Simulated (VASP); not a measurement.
# W (Im-3m) in VASP: notebook

W is run at these levels: PBEsol; tasks: single point, relaxation of cell and atoms.

Program: VASP 6.6.1. These are calculated values, not measurements. Logs are shortened: lines on timing, memory, paths and dates and some standing lists are left out, and cuts for length are marked.

**1. The cell of the first run**

It takes space group Im-3m (No. 229, cubic). Conventional cell: a = 3.156 Å, b = 3.156 Å, c = 3.156 Å, α = 90.00°, β = 90.00°, γ = 90.00°. Within 3.6 Å of W (site symmetry m-3m) lie 14 W at 2.73 to 3.16 Å.

**2. Single point, PBEsol**

The input, INCAR:

```
SYSTEM = W
PREC = Accurate ; ENCUT = 520
EDIFF = 1E-6 ; ISMEAR = 0
SIGMA = 0.1 ; LREAL = .False.
LASPH = .True. ; NELM = 60
ALGO = Normal ; ISIF = 2
LWAVE = .False. ; LCHARG = .True.
GGA = PS ; LELF = .True.
LVHAR = .True. ; NBANDS = 13
```

The input, KPOINTS:

```
Automatic mesh
0
Gamma
  8 8 8
  0 0 0
```

The input, POSCAR:

```
W
1.0
    2.7329288872     -0.0000000151     -0.0000000262
   -0.9109762815      2.5766300699     -0.0000000262
   -0.9109762815     -1.2883149971      2.2314271185
W
1
Direct
    0.0000000000      0.0000000000      0.0000000000
```

Potentials or basis: VASP PAW PBE potentials, release 64 (W_sv).

Command:

```console
$ cat potpaw_PBE.64/W_sv/POTCAR > POTCAR
$ mpirun -np 1 vasp_std > vasp.out
```

OUTCAR:

```text
SYSTEM = W
   PREC = Accurate
   ENCUT = 520
   EDIFF = 1E-6
   ISMEAR = 0
   LREAL = .False.
   LASPH = .True.
   NELM = 60
   ISIF = 2
   GGA = PS

 ion  position               nearest neighbor table
   1  0.000  0.000  0.000-

  LATTYP: Found a body centered cubic cell.
 ALAT       =     3.1557144574

  Lattice vectors:

 A1 = (   2.7329288872,  -0.0000000151,  -0.0000000262)
 A2 = (  -0.9109762815,   2.5766300699,  -0.0000000262)
 A3 = (  -0.9109762815,  -1.2883149971,   2.2314271185)

Analysis of symmetry for initial positions (statically):
=====================================================================
 Subroutine PRICEL returns:
 Original cell was already a primitive cell.

 Routine SETGRP: Setting up the symmetry group for a
 body centered cubic supercell.

 Subroutine GETGRP returns: Found 48 space group operations
 (whereof 48 operations were pure point group operations)
 out of a pool of 48 trial point group operations.

The static configuration has the point symmetry O_h .

Analysis of symmetry for dynamics (positions and initial velocities):
=====================================================================
 Subroutine PRICEL returns:
 Original cell was already a primitive cell.

 Routine SETGRP: Setting up the symmetry group for a
 body centered cubic supercell.

 Subroutine GETGRP returns: Found 48 space group operations
 (whereof 48 operations were pure point group operations)
 out of a pool of 48 trial point group operations.

The dynamic configuration has the point symmetry O_h .

 Subroutine INISYM returns: Found 48 space group operations
 (whereof 48 operations are pure point group operations),
 and found     1 'primitive' translations

----------------------------------------------------------------------------------------

                                     Primitive cell

  volume of cell :      15.7131

  direct lattice vectors                    reciprocal lattice vectors
     2.732928887 -0.000000015 -0.000000026     0.365907804  0.129367945  0.224071846
    -0.910976281  2.576630070 -0.000000026     0.000000004  0.388103834  0.224071846
[... 85 lines left out ...]
   EDIFFG = 0.1E-04   stopping-criterion for IOM
   NSW    =      0    number of steps for IOM
   IBRION =     -1    ionic relax: 0-MD 1-quasi-New 2-CG
   NFREE  =      0    steps in history (QN), initial steepest desc. (CG)
   ISIF   =      2    stress and relaxation
   ISYM   =      2    0-nonsym 1-usesym 2-fastsym
   POTIM  = 0.5000    time-step for ionic-motion
   TEBEG  =    0.0;   TEEND  =   0.0 temperature during run
   PSTRESS=    0.0 pullay stress
   NELECT =      14.0000    total number of electrons
   NUPDOWN=      -1.0000    fix difference up-down
   EMIN   =  10.00;   EMAX   =-10.00  energy-range for DOS
   EFERMI =   0.00;   METHOD = LEGACY
   ISMEAR =     0;   SIGMA  =   0.10  broadening in eV -4-tet -1-fermi 0-gaus
   EFERMI_NEDOS =   21; number of points for ismear=-14 and -15
   IALGO  =     38    algorithm
   IMIX   =      4    mixing-type and parameters
     AMIX     =   0.40;   BMIX     =  1.00
     AMIX_MAG =   1.60;   BMIX_MAG =  1.00
  volume/ion in A,a.u.               =      15.71       106.04
  Fermi-wavevector in a.u.,A,eV,Ry     =   1.575300  2.976884 33.763790  2.481569
  Thomas-Fermi vector in A             =   2.676304
   LORBIT       =      0    0 simple, 1 ext, 2 COOP (PROOUT), +10 PAW based schemes
   GGA     = PS    functional components
   LHFCALC =     F    Hartree Fock is set to
   AEXX    =    0.0000 exact exchange contribution
   IVDW    =     0    specifies the selected vdW correction
   LEPSILON=     F    determine dielectric tensor
   LRPA    =     F    only Hartree local field effects (RPA)
 non-spin polarized calculation
 Gauss-broadening in eV      SIGMA  =   0.10
  energy-cutoff  :      520.00
  volume of cell :       15.71
 maximum number of plane-waves:       429
   NGX = 11   NGY = 11   NGZ = 11

 number of electron      14.0000004 magnetization

 Free energy of the ion-electron system (eV)
  ---------------------------------------------------
  ext. energy  EPLUGINS =         0.00000000
  ---------------------------------------------------
  free energy    TOTEN  =       -13.80469777 eV

  energy without entropy =      -13.80469595  energy(sigma->0) =      -13.80469686

 E-fermi :  11.1700     XC(G=0): -13.8108

 val. band max:       10.8881608445   @ k =   0.1250   0.0000  -0.0000
 cond. band min:      11.4529088846   @ k =  -0.2500   0.2500   0.1250
 fundamental gap:      0.5647480402
 Fermi energy:        11.1700252651

 k-point     1 :       0.0000    0.0000    0.0000
  band No.  band energies     occupation
      1     -62.7323      2.00000
      2     -26.2768      2.00000
      3     -26.2768      2.00000
      4     -26.2768      2.00000
      5       1.7007      2.00000
      6      10.1550      2.00000
      7      10.1550      2.00000
      8      10.1550      2.00000
      9      13.6574      0.00000
     10      13.6574      0.00000
     11      25.9637      0.00000
     12      25.9637      0.00000
     13      25.9637      0.00000
[... 354 lines left out ...]
  band No.  band energies     occupation
      1     -62.5583      2.00000
      2     -27.2721      2.00000
      3     -26.8982      2.00000
      4     -26.7748      2.00000
      5       6.8060      2.00000
      6       7.5200      2.00000
      7      10.8691      1.99998
      8      11.6709      0.00000
      9      15.1838      0.00000
     10      15.8386      0.00000
     11      25.2305      0.00000
     12      27.7654      0.00000
     13      28.8771      0.00000

 [... further k-points ...]

------------------------ aborting loop because EDIFF is reached ----------------------------------------

  FORCE on cell =-STRESS in cart. coord.  units (eV):
  Direction    XX          YY          ZZ          XY          YZ          ZX
  --------------------------------------------------------------------------------------
  -------------------------------------------------------------------------------------
  Total        0.0644660      0.0644660      0.0644660     -0.0000000      0.0000000     -0.0000000
  in kB        6.5732245      6.5732245      6.5732245     -0.0000000      0.0000000     -0.0000000
  external PRESSURE =       6.5732245 kB  Pullay stress =       0.0000000 kB

 VOLUME and BASIS-vectors are now :
 -----------------------------------------------------------------------------
  energy-cutoff  :      520.00
  volume of cell :       15.71
      direct lattice vectors                 reciprocal lattice vectors
     2.732928887 -0.000000015 -0.000000026     0.365907804  0.129367945  0.224071846
    -0.910976281  2.576630070 -0.000000026     0.000000004  0.388103834  0.224071846
    -0.910976281 -1.288314997  2.231427119     0.000000004  0.000000006  0.448143703

 POSITION                                       TOTAL-FORCE (eV/Angst)
 -----------------------------------------------------------------------------------
      0.00000      0.00000      0.00000        -0.000000      0.000000     -0.000000
 -----------------------------------------------------------------------------------
    total drift:                               -0.000000      0.000000     -0.000000

  FREE ENERGIE OF THE ION-ELECTRON SYSTEM (eV)
  ---------------------------------------------------
  free  energy   TOTEN  =       -13.8046977675 eV

  energy  without entropy=      -13.8046959534  energy(sigma->0) =      -13.80469686
```

Wall time 5.7 s (1 thread of AMD EPYC 7R13 (Zen 3), shared host); peak memory 0.09 GiB.

What came out:

- Free energy: -13.8047 eV
- Pressure: 0.7 GPa
- Band gap on the k mesh: zero (band 7 reaches 16.65 eV, above the bottom of band 8 at 10.15 eV)

Caveat: the PAW data sets were made with another functional, which shifts forces and pressure a little; spin-orbit coupling is left out, which moves the levels of the heavy elements.

**3. Relaxation of cell and atoms, PBEsol**

This run uses another cell than the first one, of 15.85 Å³/atom, 1.009 times its volume.

The input, INCAR:

```
SYSTEM = W
PREC = Accurate ; ENCUT = 600
EDIFF = 1E-7 ; ISMEAR = 0
SIGMA = 0.1 ; LREAL = .False.
LASPH = .True. ; NELM = 100
ALGO = Normal ; ISIF = 3
LWAVE = .False. ; LCHARG = .False.
GGA = PS ; IBRION = 2
NSW = 60 ; EDIFFG = -0.02
```

The input, KPOINTS:

```
regular mesh
0
Gamma
  8 8 8
  0 0 0
```

The input, POSCAR:

```
W
1.0
    2.7407020215     -0.0000000152     -0.0000000263
   -0.9135673262      2.5839586512     -0.0000000263
   -0.9135673262     -1.2919792876      2.2377738561
W
1
Direct
    0.0000000000      0.0000000000      0.0000000000
```

Potentials or basis: VASP PAW PBE potentials, release 64 (W_sv).

Command:

```console
$ cat potpaw_PBE.64/W_sv/POTCAR > POTCAR
$ mpirun -np 1 vasp_std > vasp.out
```

It took 16 s on 1 thread of AMD EPYC 7R13 (Zen 3), shared host; peak memory 0.12 GiB.

Results (log left out):

```yaml
Free_energy: -13.8049 eV
Relaxed_volume: 15.75 Å³/atom
Relaxed_cell: a = 2.735 Å, b = 2.735 Å, c = 2.735 Å, α = 109.47°, β = 109.47°, γ = 109.47°
Space_group_after_relaxing_to_0.05_Å: Im-3m (No. 229)
Energy_gained_by_relaxing: 0.7 meV/atom
Ionic_steps: 3
Pressure_after_relaxing: 0.0 GPa
Band_gap_on_the_k_mesh: zero (band 7 reaches 16.60 eV, above the bottom of band 8 at 10.13 eV)
```

Step by step:
```tsv
step	energy change (eV)	largest force (eV/Å)	pressure (GPa)	volume (Å³)
1	0.0000	0.0000	-2.07	15.85
2	0.0084	0.0000	8.13	15.38
3	-0.0007	0.0000	-0.02	15.75
```

Final structure:
```yaml
crystal:
  lattice:
    - [2.73495, 0.00000, 0.00000]
    - [-0.91165, 2.57853, 0.00000]
    - [-0.91165, -1.28927, 2.23307]
  atoms:
    - { symbol: W, position: [0.00000, 0.00000, 0.00000] }
```

Levels at points of the mesh, in eV from the Fermi level:
| k point | band 3 | band 4 | band 5 | band 6 | band 7 | band 8 | band 9 | band 10 | band 11 |
| --- | --- | --- | --- | --- | --- | --- | --- | --- | --- |
| (0.00, 0.00, 0.00) | -37.45 | -37.45 | -9.46 | -1.01 | -1.01 | -1.01 | 2.48 | 2.48 | 14.79 |
| (0.50, 0.00, 0.00) | -37.88 | -37.46 | -6.10 | -3.37 | 0.95 | 2.38 | 3.37 | 6.46 | 11.41 |
| (0.50, 0.50, 0.50) | -38.38 | -38.38 | -5.68 | -5.68 | 5.46 | 5.46 | 5.46 | 8.54 | 8.54 |

Caveat: the PAW data sets were made with another functional, which shifts forces and pressure a little; spin-orbit coupling is left out, which moves the levels of the heavy elements.
